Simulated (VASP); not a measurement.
Write the native input for VASP 6.6.1 that does the following.

```yaml
Task: single point
Functional: PBE
Potentials_or_basis: VASP PAW PBE potentials, release 64 (Sr_sv, O)
Cutoff: 520 eV
k_mesh: 8 × 8 × 8
Occupations: gaussian, width 0.02 eV
Spin: no spin polarisation
Dipole_correction: no
Further_INCAR_settings: ALGO = Normal; EDIFF = 1e-06; NBANDS = 15
```

The structure of SrO lies in POSCAR:

```
SrO
1.0
    0.0172176600      2.5630671240      2.5623475800
    2.5294027440      0.0289359480      2.5506292920
    2.5635810840      2.5855271760     -0.0052423920
Sr O
1 1
Direct
    0.0057494747      0.0060063040      0.0083839209
    0.4942505253      0.4939936960      0.4916160791
```

This cell differs from its parent crystal: atoms moved at random and the cell strained at random.

One way to write it, as run:

INCAR

```
SYSTEM = SrO
PREC = Accurate
ENCUT = 520
EDIFF = 1E-6
ISMEAR = 0
SIGMA = 0.02
LREAL = .False.
LASPH = .True.
NELM = 100
ALGO = Normal
ISIF = 2
LWAVE = .False.
LCHARG = .False.
GGA = PE
NBANDS = 15
```

KPOINTS

```
regular mesh
0
Gamma
  8 8 8
  0 0 0
```

Potentials or basis: VASP PAW PBE potentials, release 64 (Sr_sv, O).

Run with:

```sh
$ cat potpaw_PBE.64/Sr_sv/POTCAR potpaw_PBE.64/O/POTCAR > POTCAR
$ mpirun -np 1 vasp_std > vasp.out
```

It gave:

- Pressure: 6.1 GPa
- Largest force: 0.322 eV/Å
- Band gap on the k mesh: 3.31 eV, indirect (least direct gap 3.40 eV)

Caveat: the cell differs from its parent crystal (atoms moved at random and the cell strained at random).

It took 52 s on 1 thread of Intel(R) Xeon(R) 6975P-C (Granite Rapids), on a shared host, peak memory 0.25 GiB.
